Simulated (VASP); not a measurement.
CdSi2, 3 atoms in the cell. The structure is trigonal, space group P-3m1 (No. 164). Conventional cell: a = 3.709 Å, b = 3.709 Å, c = 5.145 Å, α = 90.00°, β = 90.00°, γ = 120.00°. Within 3.9 Å of Cd (site symmetry -3m) lie 12 Si at 2.99 to 3.73 Å and 6 Cd at 3.71 Å. Si (site symmetry 3m) has 3 Si at 2.35 Å and 3 Cd at 2.99 Å within 3.1 Å. 

| Item | Value |
| --- | --- |
| Program | VASP 6.6.1 |
| Task | single point |
| Functional | PBE |
| Potentials or basis | VASP PAW PBE potentials, release 64 (Cd, Si) |
| Cutoff | 520 eV |
| k mesh | 6 × 6 × 4 |
| Occupations | gaussian, width 0.1 eV |
| Spin | no spin polarisation |
| Dipole correction | no |
| Further INCAR settings | ALGO = Normal; EDIFF = 1e-07; NBANDS = 17 |

Potentials or basis: VASP PAW PBE potentials, release 64 (Cd, Si).

Command:

```sh
$ cat potpaw_PBE.64/Cd/POTCAR potpaw_PBE.64/Si/POTCAR > POTCAR
$ mpirun -np 1 vasp_std > vasp.out
```

Hardware: 1 thread of Intel(R) Xeon(R) 6975P-C (Granite Rapids), with other jobs on the host.

How long does it take, and how much memory?

Run time: 12 s on 1 thread of Intel(R) Xeon(R) 6975P-C (Granite Rapids), on a shared host, peak memory 0.18 GiB. Counts: scf iterations 14, k points 24.
